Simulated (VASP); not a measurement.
# K (P6_3/mmc) in VASP: further runs, part 2 of 2

VASP 6.6.1. Earlier steps stand in the parts before.

## 5. Single point, PBEsol (volume scaled by 1.04)

Input file INCAR:

```
SYSTEM = K
PREC = Accurate
ENCUT = 520
EDIFF = 1E-7
ISMEAR = -1
SIGMA = 0.1
LREAL = .False.
LASPH = .True.
NELM = 60
ALGO = Normal
ISIF = 2
LWAVE = .False.
LCHARG = .True.
GGA = PS
LELF = .True.
LVHAR = .True.
NBANDS = 26
```

Input file KPOINTS:

```
Automatic mesh
0
Gamma
  9 9 3
  0 0 0
```

Input file POSCAR:

```
K
1.0
    4.7161955309      0.0000000000      0.0000000000
   -2.3580977654      4.0843451389      0.0000000000
    0.0000000000      0.0000000000     15.4030946037
K
4
Direct
    0.0000000000      0.0000000000      0.0000000000
    0.0000000000      0.0000000000      0.5000000000
    0.3333333333      0.6666666667      0.2500000000
    0.6666666667      0.3333333333      0.7500000000
```

Potentials or basis: VASP PAW PBE potentials, release 64 (K_sv).

Run with:

```sh
$ cat potpaw_PBE.64/K_sv/POTCAR > POTCAR
$ mpirun -np 1 vasp_std > vasp.out
```

OUTCAR:

```text
SYSTEM = K
   PREC = Accurate
   ENCUT = 520
   EDIFF = 1E-7
   ISMEAR = -1
   LREAL = .False.
   LASPH = .True.
   NELM = 60
   ISIF = 2
   GGA = PS

 ion  position               nearest neighbor table
   1  0.000  0.000  0.000-
   2  0.000  0.000  0.500-
   3  0.333  0.667  0.250-
   4  0.667  0.333  0.750-

  LATTYP: Found a hexagonal cell.
 ALAT       =     4.7161955309
 C/A-ratio  =     3.2660000000

  Lattice vectors:

 A1 = (   4.7161955309,   0.0000000000,   0.0000000000)
 A2 = (  -2.3580977654,   4.0843451389,   0.0000000000)
 A3 = (   0.0000000000,   0.0000000000,  15.4030946037)

Analysis of symmetry for initial positions (statically):
=====================================================================
 Subroutine PRICEL returns:
 Original cell was already a primitive cell.

 Routine SETGRP: Setting up the symmetry group for a
 hexagonal supercell.

 Subroutine GETGRP returns: Found 24 space group operations
 (whereof 12 operations were pure point group operations)
 out of a pool of 24 trial point group operations.

The static configuration has the point symmetry D_3d.
 The point group associated with its full space group is D_6h.

Analysis of symmetry for dynamics (positions and initial velocities):
=====================================================================
 Subroutine PRICEL returns:
 Original cell was already a primitive cell.

 Routine SETGRP: Setting up the symmetry group for a
 hexagonal supercell.

 Subroutine GETGRP returns: Found 24 space group operations
 (whereof 12 operations were pure point group operations)
 out of a pool of 24 trial point group operations.

The dynamic configuration has the point symmetry D_3d.
 The point group associated with its full space group is D_6h.

 Subroutine INISYM returns: Found 24 space group operations
 (whereof 12 operations are pure point group operations),
 and found     1 'primitive' translations

----------------------------------------------------------------------------------------

                                     Primitive cell

  volume of cell :     296.7032

  direct lattice vectors                    reciprocal lattice vectors
     4.716195531  0.000000000  0.000000000     0.212035314  0.122418646  0.000000000
    -2.358097765  4.084345139  0.000000000     0.000000000  0.244837291  0.000000000
     0.000000000  0.000000000 15.403094604     0.000000000  0.000000000  0.064922019

  length of vectors
     4.716195531  4.716195531 15.403094604     0.244837291  0.244837291  0.064922019

  position of ions in fractional coordinates (direct lattice)
     0.000000000  0.000000000  0.000000000
     0.000000000  0.000000000  0.500000000
     0.333333333  0.666666667  0.250000000
     0.666666667  0.333333333  0.750000000

  ion indices of the primitive-cell ions
   primitive index   ion index
                 1           1
                 2           2
                 3           3
                 4           4

----------------------------------------------------------------------------------------

 KPOINTS: Automatic mesh

Automatic generation of k-mesh.
 Grid dimensions read from file:
 generate k-points for:    9    9    3

 Generating k-lattice:

  Cartesian coordinates                     Fractional coordinates (reciprocal lattice)
     0.023559479  0.013602072  0.000000000     0.111111111  0.000000000  0.000000000
     0.000000000  0.027204143  0.000000000     0.000000000  0.111111111  0.000000000
     0.000000000  0.000000000  0.021640673     0.000000000  0.000000000  0.333333333

  Length of vectors
     0.027204143  0.027204143  0.021640673

  Shift w.r.t. Gamma in fractional coordinates (k-lattice)
     0.000000000  0.000000000  0.000000000

 Subroutine IBZKPT returns following result:
 ===========================================

 Found     24 irreducible k-points:

 Following reciprocal coordinates:
            Coordinates               Weight
  0.000000  0.000000  0.000000      1.000000
  0.111111 -0.000000  0.000000      6.000000
  0.222222  0.000000  0.000000      6.000000
  0.333333  0.000000  0.000000      6.000000
  0.444444  0.000000  0.000000      6.000000
  0.111111  0.111111  0.000000      6.000000
[... 16 lines left out ...]
  0.333333  0.222222  0.333333     24.000000
  0.333333  0.333333  0.333333      4.000000
   k-points           NKPTS =     24   k-points in BZ     NKDIM =     24   number of bands    NBANDS=     26
   number of dos      NEDOS =    301   number of ions     NIONS =      4
   total plane-waves  NPLWV = 155520
   dimension x,y,z NGX =    36 NGY =   36 NGZ =  120
   dimension x,y,z NGXF=    72 NGYF=   72 NGZF=  240
   ions per type =               4
   NGX,Y,Z   is equivalent  to a cutoff of  12.69, 12.69, 12.95 a.u.
   NGXF,Y,Z  is equivalent  to a cutoff of  25.38, 25.38, 25.90 a.u.
 SYSTEM =  K
   PREC   = accura    normal or accurate (medium, high low for compatibility)
   ISTART =      0    job   : 0-new  1-cont  2-samecut
   ICHARG =      2    charge: 1-file 2-atom 10-const
   ISPIN  =      1    spin polarized calculation?
   LNONCOLLINEAR =      F non collinear calculations
   LSORBIT =      F    spin-orbit coupling
   LASPH  =      T    aspherical Exc in radial PAW
   ENCUT  =  520.0 eV  38.22 Ry    6.18 a.u.   8.77  8.77 28.64*2*pi/ulx,y,z
   NELM   =     60;   NELMIN=  2; NELMDL= -5     # of ELM steps
   EDIFF  = 0.1E-06   stopping-criterion for ELM
   LREAL  =      F    real-space projection
   EDIFFG = 0.1E-05   stopping-criterion for IOM
   NSW    =      0    number of steps for IOM
   IBRION =     -1    ionic relax: 0-MD 1-quasi-New 2-CG
   NFREE  =      0    steps in history (QN), initial steepest desc. (CG)
   ISIF   =      2    stress and relaxation
   ISYM   =      2    0-nonsym 1-usesym 2-fastsym
   POTIM  = 0.5000    time-step for ionic-motion
   TEBEG  =    0.0;   TEEND  =   0.0 temperature during run
   PSTRESS=    0.0 pullay stress
   NELECT =      36.0000    total number of electrons
   NUPDOWN=      -1.0000    fix difference up-down
   EMIN   =  10.00;   EMAX   =-10.00  energy-range for DOS
   EFERMI =   0.00;   METHOD = LEGACY
   ISMEAR =    -1;   SIGMA  =   0.10  broadening in eV -4-tet -1-fermi 0-gaus
   EFERMI_NEDOS =   21; number of points for ismear=-14 and -15
   IALGO  =     38    algorithm
   IMIX   =      4    mixing-type and parameters
     AMIX     =   0.40;   BMIX     =  1.00
     AMIX_MAG =   1.60;   BMIX_MAG =  1.00
  volume/ion in A,a.u.               =      74.18       500.56
  Fermi-wavevector in a.u.,A,eV,Ry     =   0.810466  1.531559  8.937062  0.656856
  Thomas-Fermi vector in A             =   1.919647
   LORBIT       =      0    0 simple, 1 ext, 2 COOP (PROOUT), +10 PAW based schemes
   GGA     = PS    functional components
   LHFCALC =     F    Hartree Fock is set to
   AEXX    =    0.0000 exact exchange contribution
   IVDW    =     0    specifies the selected vdW correction
   LEPSILON=     F    determine dielectric tensor
   LRPA    =     F    only Hartree local field effects (RPA)
 non-spin polarized calculation
  energy-cutoff  :      520.00
  volume of cell :      296.70
 maximum number of plane-waves:      8030
 NGX is ok and might be reduce to    36
   NGX = 17   NGY = 17   NGZ = 57

 number of electron      36.0000003 magnetization

 Free energy of the ion-electron system (eV)
  ---------------------------------------------------
  ext. energy  EPLUGINS =         0.00000000
  ---------------------------------------------------
  free energy    TOTEN  =        -4.57980602 eV

  energy without entropy =       -4.47484693  energy(sigma->0) =       -4.52732647

 E-fermi :  -0.1772     XC(G=0):  -5.6747

 val. band max:       -0.1865862316   @ k =   0.4444   0.0000   0.3333
 cond. band min:      -0.1636321990   @ k =   0.3333   0.1111   0.0000
 fundamental gap:      0.0229540327
 Fermi energy:        -0.1771945927

 k-point     1 :       0.0000    0.0000    0.0000
  band No.  band energies     occupation
      1     -32.1784      2.00000
      2     -32.1767      2.00000
      3     -32.1763      2.00000
      4     -32.1747      2.00000
      5     -15.7550      2.00000
      6     -15.7229      2.00000
[... 18 lines left out ...]
     25       3.8322      0.00000
     26       3.9235      0.00000
[... 644 lines left out ...]
      4     -32.1736      2.00000
      5     -15.7397      2.00000
      6     -15.7397      2.00000
[... 18 lines left out ...]
     25       1.7453      0.00000
     26       1.9036      0.00000

------------------------ aborting loop because EDIFF is reached ----------------------------------------

  FORCE on cell =-STRESS in cart. coord.  units (eV):
  Direction    XX          YY          ZZ          XY          YZ          ZX
  --------------------------------------------------------------------------------------
  -------------------------------------------------------------------------------------
  Total       -0.2935854     -0.2935854     -0.2050077     -0.0000000      0.0000000      0.0000000
  in kB       -1.5853414     -1.5853414     -1.1070280     -0.0000000      0.0000000      0.0000000
  external PRESSURE =      -1.4259036 kB  Pullay stress =       0.0000000 kB

 VOLUME and BASIS-vectors are now :
 -----------------------------------------------------------------------------
  energy-cutoff  :      520.00
  volume of cell :      296.70
      direct lattice vectors                 reciprocal lattice vectors
     4.716195531  0.000000000  0.000000000     0.212035314  0.122418646  0.000000000
    -2.358097765  4.084345139  0.000000000     0.000000000  0.244837291  0.000000000
     0.000000000  0.000000000 15.403094604     0.000000000  0.000000000  0.064922019

 POSITION                                       TOTAL-FORCE (eV/Angst)
 -----------------------------------------------------------------------------------
      0.00000      0.00000      0.00000         0.000000     -0.000000     -0.000000
      0.00000      0.00000      7.70155         0.000000     -0.000000     -0.000000
     -0.00000      2.72290      3.85077         0.000000      0.000000     -0.000000
      2.35810      1.36145     11.55232        -0.000000     -0.000000      0.000000
 -----------------------------------------------------------------------------------
    total drift:                               -0.000000      0.000000      0.000000

  FREE ENERGIE OF THE ION-ELECTRON SYSTEM (eV)
  ---------------------------------------------------
  free  energy   TOTEN  =        -4.5798060203 eV

  energy  without entropy=       -4.4748469281  energy(sigma->0) =       -4.52732647
```

OSZICAR:

```text
N       E                     dE             d eps       ncg     rms          rms(c)
DAV:   1     0.259249362363E+03    0.25925E+03   -0.14839E+04  1264   0.111E+03
DAV:   2     0.154548485257E+02   -0.24379E+03   -0.23918E+03  1500   0.315E+02
DAV:   3    -0.366941110032E+01   -0.19124E+02   -0.19007E+02  1958   0.674E+01
DAV:   4    -0.454759182594E+01   -0.87818E+00   -0.87560E+00  1760   0.138E+01
DAV:   5    -0.458734989461E+01   -0.39758E-01   -0.39748E-01  1890   0.241E+00    0.383E+00
DAV:   6    -0.458115866219E+01    0.61912E-02   -0.19325E-02  1706   0.790E-01    0.246E+00
DAV:   7    -0.457968119586E+01    0.14775E-02   -0.24065E-02  1698   0.769E-01    0.181E-01
DAV:   8    -0.457975609506E+01   -0.74899E-04   -0.30006E-03  1682   0.345E-01    0.702E-02
DAV:   9    -0.457977862521E+01   -0.22530E-04   -0.76337E-05  1936   0.442E-02    0.399E-02
DAV:  10    -0.457980640667E+01   -0.27781E-04   -0.33873E-05  1624   0.345E-02    0.485E-03
DAV:  11    -0.457980745990E+01   -0.10532E-05   -0.11473E-06  1816   0.808E-03    0.639E-03
DAV:  12    -0.457980599573E+01    0.14642E-05   -0.45879E-07  1538   0.381E-03    0.100E-03
DAV:  13    -0.457980602034E+01   -0.24610E-07   -0.14788E-08   862   0.563E-04
   1 F= -.45798060E+01 E0= -.45273265E+01  d E =-.104959E+00
```

stdout:

```text
POSCAR found type information on POSCAR K
 POSCAR found :  1 types and       4 ions
 scaLAPACK will be used
 -----------------------------------------------------------------------------
|                                                                             |
|                                                                             |
|     You enforced a specific xc type in the INCAR file but a different       |
|     I HOPE YOU KNOW WHAT YOU ARE DOING!                                     |
|                                                                             |
 -----------------------------------------------------------------------------

 LDA part: xc-table for (Slater+PW92), standard interpolation
 POSCAR, INCAR and KPOINTS ok, starting setup
 FFT: planning ... GRIDC
 FFT: planning ... GRID_SOFT
 FFT: planning ... GRID
 WAVECAR not read
 entering main loop
```

It took 99 s on 1 thread of Intel Xeon 6975P-C (Granite Rapids), shared host; peak memory 0.44 GiB.

Results:

- Free energy: -4.5798 eV
- Pressure: -0.1 GPa
- Band gap on the k mesh: zero (band 18 reaches 0.67 eV, above the bottom of band 19 at -1.62 eV)

Levels at points of the mesh, in eV from the Fermi level:
```tsv
k point	band 14	band 15	band 16	band 17	band 18	band 19	band 20	band 21	band 22	band 23
(0.00, 0.00, 0.00)	-15.51	-15.51	-15.51	-2.15	-1.45	-1.45	0.31	0.54	2.72	2.73
```

Caveat: the PAW data sets were made with another functional, which shifts forces and pressure a little.

## 6. The runs side by side

| cell | gap on the mesh (eV) | pressure (GPa) |
| --- | --- | --- |
| a = 4.527, b = 4.527, c = 14.786 Å, angles 90.0, 90.0, 120.0°, 4 atoms | none | 0.3 |
| a = 4.592, b = 4.592, c = 14.998 Å, angles 90.0, 90.0, 120.0°, 4 atoms | none | 0.2 |
| a = 4.655, b = 4.655, c = 15.203 Å, angles 90.0, 90.0, 120.0°, 4 atoms | none | 0.0 |
| a = 4.716, b = 4.716, c = 15.403 Å, angles 90.0, 90.0, 120.0°, 4 atoms | none | -0.1 |

Alike in all rows: task single point; level PBEsol; potentials or basis VASP PAW PBE potentials, release 64 (K_sv); no spin polarisation; k mesh 9 × 9 × 3; cutoff (eV) 520; smearing fermi-dirac 0.1 eV.

Caveats: the PAW data sets were made with another functional, which shifts forces and pressure a little.

Total energies depend on the potentials used, so only differences within one code and one set of settings carry meaning.
